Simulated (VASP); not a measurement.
Set up this calculation in VASP 6.6.1, as the native input.

| Item | Value |
| --- | --- |
| Task | single point |
| Functional | PBE |
| Potentials or basis | VASP PAW PBE potentials, release 64 (Au) |
| Cutoff | 520 eV |
| k mesh | 6 × 6 × 6 |
| Occupations | gaussian, width 0.1 eV |
| Spin | no spin polarisation |
| Dipole correction | no |
| Further INCAR settings | ALGO = Normal; EDIFF = 1e-06; NBANDS = 78 |

The structure of Au lies in POSCAR:

```
Au
1.0
    3.6730789883      2.1206531427      6.5958794123
   -3.6730789883      2.1206531427      6.5958794123
    0.0000000000     -4.2413062853      6.5958794123
Au
12
Direct
    0.0233969593      0.6388441703      0.0233969593
    0.0233969593      0.0233969593      0.6388441703
    0.6388441703      0.0233969593      0.0233969593
    0.9766030407      0.3611558297      0.9766030407
    0.3611558297      0.9766030407      0.9766030407
    0.9766030407      0.9766030407      0.3611558297
    0.2370687562      0.6076966650      0.2370687562
    0.2370687562      0.2370687562      0.6076966650
    0.6076966650      0.2370687562      0.2370687562
    0.7629312438      0.3923033350      0.7629312438
    0.3923033350      0.7629312438      0.7629312438
    0.7629312438      0.7629312438      0.3923033350
```

These files were run (other wordings do the same):

INCAR

```
SYSTEM = Au
ALGO = Normal
EDIFF = 1E-6
ENCUT = 520
GGA = PE
ISIF = 2
ISMEAR = 0
LASPH = .True.
LCHARG = .False.
LREAL = .False.
LWAVE = .False.
NBANDS = 78
NELM = 100
PREC = Accurate
SIGMA = 0.1
```

KPOINTS

```
k-points
0
Gamma
  6 6 6
  0 0 0
```

Potentials or basis: VASP PAW PBE potentials, release 64 (Au).

Run with:

```bash
$ cat potpaw_PBE.64/Au/POTCAR > POTCAR
$ mpirun -np 1 vasp_std > vasp.out
```

Results of the run:

```yaml
Pressure: -0.1 GPa
Largest_force: 0.005 eV/Å
Band_gap_on_the_k_mesh: zero (band 66 reaches 4.39 eV, above the bottom of band 67 at 3.70 eV)
```

Caveat: spin-orbit coupling is left out, which moves the levels of the heavy elements.

It took 12 min on 1 thread of AMD EPYC 9R14 (Zen 4), on a shared host, peak memory 0.77 GiB.
